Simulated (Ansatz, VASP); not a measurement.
**Ni in VASP and in Ansatz**

File POSCAR:

```
Ni
1.0
   -1.3826373139      1.3826373139      1.3826373139
    1.3826373139     -1.3826373139      1.3826373139
    1.3826373139      1.3826373139     -1.3826373139
Ni
1
Direct
    0.0000000000      0.0000000000      0.0000000000
```

Contents of INCAR.step1:

```
SYSTEM = Ni
PREC = Accurate ; ENCUT = 520
ISMEAR = 0 ; SIGMA = 0.05
LREAL = .False. ; LASPH = .True.
NELM = 150 ; ISPIN = 2
MAGMOM = 0.74 ; LMAXMIX = 4
NBANDS = 15 ; GGA = PE
ALGO = Normal ; EDIFF = 1E-4
LWAVE = .True. ; LCHARG = .False.
```

INCAR.step2

```
SYSTEM = Ni
PREC = Accurate ; ENCUT = 520
EDIFF = 1E-6 ; ISMEAR = 0
SIGMA = 0.05 ; LREAL = .False.
LASPH = .True. ; NELM = 150
ALGO = Normal ; ISIF = 2
LWAVE = .False. ; LCHARG = .False.
ISPIN = 2 ; MAGMOM = 0.74
LORBIT = 11 ; LMAXMIX = 4
METAGGA = R2SCAN ; LMIXTAU = .True.
NBANDS = 15 ; ISTART = 1
```

The input KPOINTS:

```
Automatic mesh
0
Gamma
  20 20 20
  0 0 0
```

Input for Ansatz:

```yaml
crystal:
  lattice:
    - [-1.3826373139, 1.3826373139, 1.3826373139]
    - [1.3826373139, -1.3826373139, 1.3826373139]
    - [1.3826373139, 1.3826373139, -1.3826373139]
  atoms:
    - { symbol: Ni, position: [0.0, 0.0, 0.0], spin: 0.74 }
basis:
  ecutwfc: 500
  ecutrho_ratio: 4
kpoints:
  mp_grid: { grid: [20, 20, 20] }
hamiltonian:
  xc: r2scan
scf:
  occupations: { method: gaussian, width: 0.05 }
output:
  forces: true
  stress: true
  eigenvalues: true
  populations: true
magnetization:
  spin_polarized: true
```

Alike in both runs: task single point; functional r2SCAN; k mesh 20 × 20 × 20; occupations gaussian, width 0.05 eV; collinear spin.

|  | VASP | Ansatz |
| --- | --- | --- |
| version | VASP 6.6.1 | Ansatz 0.2.0 |
| potentials or method | VASP PAW PBE potentials, release 64 (Ni), cutoff 520 eV | scalar-relativistic, plane waves, PAW |
| valence electrons in the cell | 10 | 18 |

VASP gave:

| Quantity | Value |
| --- | --- |
| gap on the k mesh at the Fermi level (eV) | none |
| pressure (GPa) | 0.4 |
| net moment per atom (μB) | 0.61 |
| size of the moment on the site where the two differ most (μB) | 0.62 |

Question: What did Ansatz give for the same quantities?

Answer: gap on the k mesh at the Fermi level (eV): none; pressure (GPa): 0.0; net moment per atom (μB): 0.62; size of the moment on the site where the two differ most (μB): 0.68.

VASP's potentials were made for PBE, not for r2SCAN. Site moments also hang on the region over which each program counts them. A gap of «none» marks a metal or a gap that the smearing closes. The functional is the same, so the differences come from potentials, cutoffs and numerics. VASP's potentials hold 10 valence electrons a cell and Ansatz's 18, so a difference there can come from the potentials and not from the codes. Ansatz's warnings: stability check not made.
